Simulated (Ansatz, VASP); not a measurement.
**SiO2: VASP beside Ansatz**

Contents of INCAR:

```
SYSTEM = SiO2
PREC = Accurate
ENCUT = 520
EDIFF = 1E-6
ISMEAR = -1
SIGMA = 0.02
LREAL = .FALSE.
LASPH = .TRUE.
NELM = 60
ALGO = Normal
ISIF = 2
LWAVE = .FALSE.
LCHARG = .FALSE.
GGA = PE
IBRION = 2
NSW = 80
EDIFFG = -0.02
```

Contents of KPOINTS:

```
Automatic mesh
0
G
  4 4 3
  0 0 0
```

POSCAR

```
SiO2
1.0
    4.9570000000      0.0000000000      0.0000000000
    0.0000000000      4.9570000000      0.0000000000
    0.0000000000      0.0000000000      6.8903000000
Si O
4 8
Direct
    0.3047000000      0.3047000000      0.0000000000
    0.1953000000      0.8047000000      0.2500000000
    0.6953000000      0.6953000000      0.5000000000
    0.8047000000      0.1953000000      0.7500000000
    0.2381000000      0.1109000000      0.1826000000
    0.3891000000      0.7381000000      0.4326000000
    0.7619000000      0.8891000000      0.6826000000
    0.6109000000      0.2619000000      0.9326000000
    0.7381000000      0.3891000000      0.5674000000
    0.8891000000      0.7619000000      0.3174000000
    0.2619000000      0.6109000000      0.0674000000
    0.1109000000      0.2381000000      0.8174000000
```

Input for Ansatz:

```yaml
crystal:
  lattice:
    - [4.957, 0.0, 0.0]
    - [0.0, 4.957, 0.0]
    - [0.0, 0.0, 6.8903]
  atoms:
    - { symbol: Si, position: [0.3047, 0.3047, 0.0] }
    - { symbol: Si, position: [0.1953, 0.8047, 0.25] }
    - { symbol: Si, position: [0.6953, 0.6953, 0.5] }
    - { symbol: Si, position: [0.8047, 0.1953, 0.75] }
    - { symbol: O, position: [0.2381, 0.1109, 0.1826] }
    - { symbol: O, position: [0.3891, 0.7381, 0.4326] }
    - { symbol: O, position: [0.7619, 0.8891, 0.6826] }
    - { symbol: O, position: [0.6109, 0.2619, 0.9326] }
    - { symbol: O, position: [0.7381, 0.3891, 0.5674] }
    - { symbol: O, position: [0.8891, 0.7619, 0.3174] }
    - { symbol: O, position: [0.2619, 0.6109, 0.0674] }
    - { symbol: O, position: [0.1109, 0.2381, 0.8174] }
kpoints:
  mp_grid: { grid: [4, 4, 3] }
scf:
  occupations: { method: fermi_dirac, width: 0.02 }
hamiltonian:
  xc: pbe
  pseudopotentials: { kind: paw, frozen_core: stored }
output:
  forces: true
  stress: true
  populations: true
  efg: { quadrupole_moments_barn: { O: -0.02558 } }
relax:
  f_tol: 0.02
  max_steps: 60
```

Alike in both runs: task relaxation of the atoms; functional PBE; k mesh 4 × 4 × 3; occupations fermi-dirac, width 0.02 eV; no spin polarisation.

|  | VASP | Ansatz |
| --- | --- | --- |
| version | VASP 6.6.1 | Ansatz 0.2.0 |
| potentials or method | VASP PAW PBE potentials, release 64 (Si, O) | plane-wave PAW, scalar-relativistic |
| plane-wave cutoff (eV) | 520 | 420 |
| valence electrons in the cell | 64 | 64 |

VASP gave:

```
gap on the k mesh at the Fermi level, each at its own relaxed structure (eV) : 5.63
```

**Question.** What did Ansatz give for the same quantities?

**Answer.** gap on the k mesh at the Fermi level, each at its own relaxed structure (eV): 5.64.

Ansatz's warnings: stress scf threshold loose.
